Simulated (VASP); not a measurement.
A run of VASP 6.6.1 is set up as follows.

INCAR

```
SYSTEM = SnO2
ALGO = Normal ; EDIFF = 1E-6
ENCUT = 520 ; GGA = PE
GGA_COMPAT = .FALSE. ; ISIF = 2
ISMEAR = -1 ; LASPH = .TRUE.
LCHARG = .FALSE. ; LNONCOLLINEAR = .TRUE.
LORBIT = 11 ; LORBMOM = .TRUE.
LREAL = .FALSE. ; LSORBIT = .TRUE.
LWAVE = .FALSE. ; MAGMOM = 0 0 0 0 0 0 0 0 0 0 0 0 0 0 0 0 0 0
NBANDS = 68 ; NELM = 150
PREC = Accurate ; SIGMA = 0.02
```

KPOINTS

```
k-points
0
G
  6 6 8
  0 0 0
```

The input POSCAR:

```
SnO2
1.0
    4.7605761345      0.0000000000      0.0000000000
    0.0000000000      4.7605761345      0.0000000000
    0.0000000000      0.0000000000      3.2000777189
Sn O
2 4
Direct
    0.0000000000      0.0000000000      0.0000000000
    0.5000000000      0.5000000000      0.5000000000
    0.3058781044      0.3058781044      0.0000000000
    0.1941218956      0.8058781044      0.5000000000
    0.8058781044      0.1941218956      0.5000000000
    0.6941218956      0.6941218956      0.0000000000
```

Potentials or basis: VASP PAW PBE potentials, release 64 (Sn_d, O).

Command:

```sh
$ cat potpaw_PBE.64/Sn_d/POTCAR potpaw_PBE.64/O/POTCAR > POTCAR
$ mpirun -np 1 vasp_ncl > vasp.out
```

Q: Estimate the net moment.

A: 0.00 μB per cell.

Q: Predict the pressure.

A: 8.4 GPa.

Forces on the atoms (eV/Å):
```
Sn   0.000  0.000  0.000
Sn   0.000  0.000  0.000
O   -0.032 -0.032  0.000
O    0.032 -0.032  0.000
O   -0.032  0.032  0.000
O    0.032  0.032  0.000
```

Caveat: the cell stands under pressure; the structure was generated, so it needn't be the stable form of SnO2.
